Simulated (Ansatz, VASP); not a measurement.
TaAs: VASP beside Ansatz

```xyz
4
Lattice="-1.7144 1.7144 5.7911 1.7144 -1.7144 5.7911 1.7144 1.7144 -5.7911" Properties=species:S:1:pos:R:3 pbc="T T T"
Ta    1.7144    0.0000    5.7948
Ta    0.0000    0.0000    8.6903
As    1.7144    0.0000    0.9531
As    0.0000    0.0000    3.8486
```

Alike in both runs: functional PBEsol; k mesh 18 × 18 × 18; occupations gaussian, width 0.1 eV; no spin polarisation.

Ansatz relaxed the structure, and its values are those at the end. VASP's run is a single point on that final structure, the one shown.

```csv
,VASP,Ansatz
version,VASP 6.6.1,Ansatz 0.2.0
potentials or method,"VASP PAW PBE potentials, release 64 (Ta_pv, As), cutoff 520 eV","scalar-relativistic, plane waves, PAW"
valence electrons in the cell,32,56
```

VASP gave:

| Property | Result |
| --- | --- |
| gap on the k mesh at the Fermi level (eV) | none |
| pressure (GPa) | 0.7 |

Q: Which values does Ansatz return?

A: gap on the k mesh at the Fermi level (eV): none; pressure (GPa): 0.0.

VASP's potentials were made for PBE, not for PBEsol. A gap of «none» marks a metal or a gap that the smearing closes. The functional is the same, so the differences come from potentials, cutoffs and numerics. VASP's potentials hold 32 valence electrons a cell and Ansatz's 56, so a difference there can come from the potentials and not from the codes.

Neither program's run includes spin-orbit coupling.
